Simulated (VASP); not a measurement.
A run of VASP 6.6.1 is set up as follows.

The input INCAR:

```
ALGO = Normal ; EDIFF = 1E-6
ENCUT = 520 ; GGA = PE
ISIF = 2 ; ISMEAR = 1
IVDW = 13 ; LASPH = True
LCHARG = True ; LELF = True
LREAL = False ; LVHAR = True
LWAVE = False ; NBANDS = 12
NELM = 100 ; PREC = Accurate
SIGMA = 0.2
```

Contents of KPOINTS:

```
k-points
0
Gamma
  13 13 13
```

POSCAR

```
Tc
1.0
    0.0000000000      1.9229403824      1.9229403824
    1.9229403824      0.0000000000      1.9229403824
    1.9229403824      1.9229403824      0.0000000000
Tc
1
Direct
    0.0000000000      0.0000000000      0.0000000000
```

Potentials or basis: VASP PAW PBE potentials, release 64 (Tc_pv).

Launch:

```sh
$ cat potpaw_PBE.64/Tc_pv/POTCAR > POTCAR
$ mpirun -np 1 vasp_std > vasp.out
```

(1) What does it give for the pressure?

(2) Predict the dispersion energy per atom.

(3) What does it give for the band gap on the k mesh?

Results:

(1) -0.7 GPa.

(2) -0.609 eV.

(3) zero (an odd number of electrons rules out a gap without spin polarisation).
